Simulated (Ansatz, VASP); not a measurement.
# Ag2Pd in VASP and in Ansatz

```
Ag Pd
1.0
     5.66470    0.00000    0.00000
     0.00000    5.66470    0.00000
     0.00000    0.00000    4.50012
Ag Pd
4 2
Direct
  0.32480 0.32480 0.00000
  0.17520 0.82480 0.50000
  0.67520 0.67520 0.00000
  0.82480 0.17520 0.50000
  0.00000 0.00000 0.00000
  0.50000 0.50000 0.50000
```

Alike in both runs: functional PBE; k mesh 4 × 4 × 6; occupations gaussian, width 0.1 eV; no spin polarisation.

Ansatz relaxed the structure, and its values are those at the end. VASP's run is a single point on that final structure, the one shown.

|  | VASP | Ansatz |
| --- | --- | --- |
| version | VASP 6.6.1 | Ansatz 0.2.0 |
| potentials or method | VASP PAW PBE potentials, release 64 (Ag, Pd), cutoff 520 eV | scalar-relativistic, plane waves, PAW |
| valence electrons in the cell | 64 | 112 |

Ansatz gave:

| Quantity | Value |
| --- | --- |
| gap on the k mesh at the Fermi level (eV) | none |
| pressure (GPa) | 0.0 |
| rms of the force components (eV/Å) | 0.006 |

What did VASP give for the same quantities?

gap on the k mesh at the Fermi level (eV): none; pressure (GPa): -0.1; rms of the force components (eV/Å): 0.006.

A gap of «none» marks a metal or a gap that the smearing closes. With one functional, cell and mesh, what is left measures potentials, basis and numerics. VASP's potentials hold 64 valence electrons a cell and Ansatz's 112, so a difference there can come from the potentials and not from the codes.
